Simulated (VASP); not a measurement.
Set up this calculation in VASP 6.6.1, as the native input.

```
Task                   : single point
Functional             : PBEsol
Potentials or basis    : VASP PAW PBE potentials, release 64 (Ag, I)
Cutoff                 : 500 eV
k mesh                 : 6 × 6 × 6
Occupations            : gaussian, width 0.01 eV
Spin                   : no spin polarisation
Dipole correction      : no
Further INCAR settings : ALGO = Normal; EDIFF = 1e-06; NBANDS = 16
```

The structure of AgI lies in POSCAR:

```
AgI
1.0
    3.0380448903      3.0380448903      0.0000000000
   -3.0380448903      3.0380448903      0.0000000000
    0.0000000000      3.0380448903      3.0380448903
Ag I
1 1
Direct
    0.0000000000      0.0000000000      0.0000000000
    0.7500000000      0.2500000000      0.5000000000
```

These files were run (other wordings do the same):

INCAR

```
SYSTEM = AgI
PREC     = Accurate       ! precision mode
ENCUT    = 500            ! plane-wave cutoff, eV
EDIFF    = 1E-6           ! SCF threshold, eV
ISMEAR   = 0              ! smearing method
SIGMA    = 0.01           ! smearing width, eV
LREAL    = .FALSE.        ! projectors in reciprocal space
LASPH    = .TRUE.         ! aspherical terms in the spheres
NELM     = 120            ! most SCF steps
ALGO     = Normal         ! electronic algorithm
ISIF     = 2              ! what is computed and relaxed
LWAVE    = .FALSE.        ! write WAVECAR
LCHARG   = .FALSE.        ! write CHGCAR
GGA      = PS             ! functional
NBANDS   = 16             ! bands
GGA_COMPAT= .FALSE.
```

KPOINTS

```
regular mesh
0
G
  6 6 6
  0 0 0
```

Potentials or basis: VASP PAW PBE potentials, release 64 (Ag, I).

Command:

```sh
$ cat potpaw_PBE.64/Ag/POTCAR potpaw_PBE.64/I/POTCAR > POTCAR
$ mpirun -np 1 vasp_std > vasp.out
```

Results of the run:

The pressure is 9.9 GPa. The band gap on the k mesh is 1.21 eV, direct.

Caveat: the PAW data sets were made with another functional, which shifts forces and pressure a little; spin-orbit coupling is left out, which moves the levels of the heavy elements.

It took 9.9 s on 1 thread of Intel Xeon 6975P-C, on a shared host, peak memory 0.18 GiB.
